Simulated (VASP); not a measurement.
Crystal: MnHg.

```
Hg Mn
1.0
     3.28800    0.00000    0.00000
     0.00000    3.28800    0.00000
     0.00000    0.00000    3.31300
Hg Mn
1 1
Direct
  0.00000 0.00000 0.00000
  0.50000 0.50000 0.50000
```

Base run:

- Program: VASP 6.6.1
- Functional: PBE
- Potentials or basis: VASP PAW PBE potentials, release 64 (Hg, Mn_pv)
- Cutoff: 520 eV
- k mesh: 9 × 9 × 9
- Occupations: fermi-dirac, width 0.1 eV
- Spin: collinear spin, ferromagnetic start
- Starting moments: [0.0, 6.09] μB
- Fixed moment: 6.09 μB

Its results: pressure 27.1 GPa; net moment 6.09 μB per cell; site moments Hg +0.50; Mn +4.69 μB.

Problem. The run is repeated on the same cell with these changes: fixed moment from 6.09 μB to none; moments at the start from [0.0, 6.09] to [0.0, 4.5]. What comes out?

Solution. Pressure 1.9 GPa; net moment 3.82 μB per cell; site moments Hg -0.06; Mn +3.75 μB.

Caveats: the cell stands under pressure (at least some runs); the total moment is fixed, so each spin has its own Fermi level and the state may be an excited one (at least some runs).
